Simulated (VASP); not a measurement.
## Al: single point with PBEsol

The system is Al.

```
Al
1.0
     0.06325    2.02398    2.02398
     2.02398    0.06325    2.02398
     2.08723    2.08723    0.00000
Al
1
Direct
  0.00000 0.00000 0.00000
```

This cell differs from its parent crystal: strain +0.0625 x Voigt [0, 0, 0, 0, 0, 1].

| Item | Value |
| --- | --- |
| Program | VASP 6.6.1 |
| Task | single point |
| Functional | PBEsol |
| Potentials or basis | VASP PAW PBE potentials, release 64 (Al) |
| Cutoff | 520 eV |
| k mesh | 20 × 20 × 20 |
| Occupations | gaussian, width 0.15 eV |
| Spin | no spin polarisation |
| Dipole correction | no |
| Further INCAR settings | ALGO = Fast; EDIFF = 1e-06; NBANDS = 8 |

The pressure is -1.5 GPa and the band gap on the k mesh is zero (an odd number of electrons rules out a gap without spin polarisation).

Stress tensor (GPa, compression positive):
```
-1.05 -1.99  0.00
-1.99 -1.05  0.00
 0.00  0.00 -2.39
```

Levels at points of the mesh, in eV from the Fermi level:
```csv
k point,band 1,band 2,band 3,band 4
"(0.00, 0.00, 0.00)",-11.11,11.62,12.46,12.98
"(0.50, 0.00, 0.00)",-4.42,-3.99,10.58,10.63
"(0.50, 0.50, 0.00)",-2.92,-1.63,4.48,5.02
"(0.00, 0.00, 0.50)",-4.75,-4.75,11.21,11.50
"(0.50, 0.00, 0.50)",-2.91,-1.59,5.25,5.58
```

Run time: 84 s on 1 thread of Intel Xeon 8259CL, with other jobs on the host, peak memory 0.24 GiB.

Caveat: the cell differs from its parent crystal (strain +0.0625 x Voigt [0, 0, 0, 0, 0, 1]); the PAW data sets were made with another functional, which shifts forces and pressure a little.
